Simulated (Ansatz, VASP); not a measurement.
**One calculation of CaSe, two programs**

The input INCAR:

```
ALGO = Normal ; EDIFF = 1E-6
ENCUT = 520 ; GGA = PS
ISIF = 2 ; ISMEAR = 0
LASPH = T ; LCHARG = F
LREAL = F ; LWAVE = F
NBANDS = 15 ; NELM = 80
PREC = Accurate ; SIGMA = 0.02
```

Contents of KPOINTS:

```
k-points
0
Gamma
  8 8 8
```

The input POSCAR:

```
CaSe
1.0
    0.0000000000      3.0731167200      3.0731167200
    3.0731167200      0.0000000000      3.0731167200
    3.0731167200      3.0731167200      0.0000000000
Ca Se
1 1
Direct
    0.0000000000      0.0000000000      0.0000000000
    0.5000000000      0.5000000000      0.5000000000
```

Input for Ansatz:

```yaml
crystal:
  lattice:
    - [0.0, 3.07311672, 3.07311672]
    - [3.07311672, 0.0, 3.07311672]
    - [3.07311672, 3.07311672, 0.0]
  atoms:
    - { symbol: Ca, position: [0.0, 0.0, 0.0] }
    - { symbol: Se, position: [0.5, 0.5, 0.5] }
basis:
  ecutwfc: 420
kpoints:
  mp_grid: { grid: [8, 8, 8] }
hamiltonian:
  xc: pbesol
scf:
  occupations: { method: gaussian, width: 0.02 }
output:
  forces: true
  stress: true
  eigenvalues: true
  populations: true
```

Alike in both runs: task single point; functional PBEsol; k mesh 8 × 8 × 8; occupations gaussian, width 0.02 eV; no spin polarisation.

|  | VASP | Ansatz |
| --- | --- | --- |
| version | VASP 6.6.1 | Ansatz 0.2.0 |
| potentials or method | VASP PAW PBE potentials, release 64 (Ca_sv, Se), cutoff 520 eV | scalar-relativistic, plane waves, PAW |
| valence electrons in the cell | 16 | 26 |

```csv
,VASP,Ansatz,Ansatz less VASP
gap on the k mesh at the Fermi level (eV),2.17,2.18,+0.008
least direct gap on the mesh (eV),2.62,2.62,0.000
pressure (GPa),-5.3,-5.4,-0.13
```

VASP's potentials were made for PBE, not for PBEsol. With one functional, cell and mesh, what is left measures potentials, basis and numerics. VASP's potentials hold 16 valence electrons a cell and Ansatz's 26, so a difference there can come from the potentials and not from the codes.
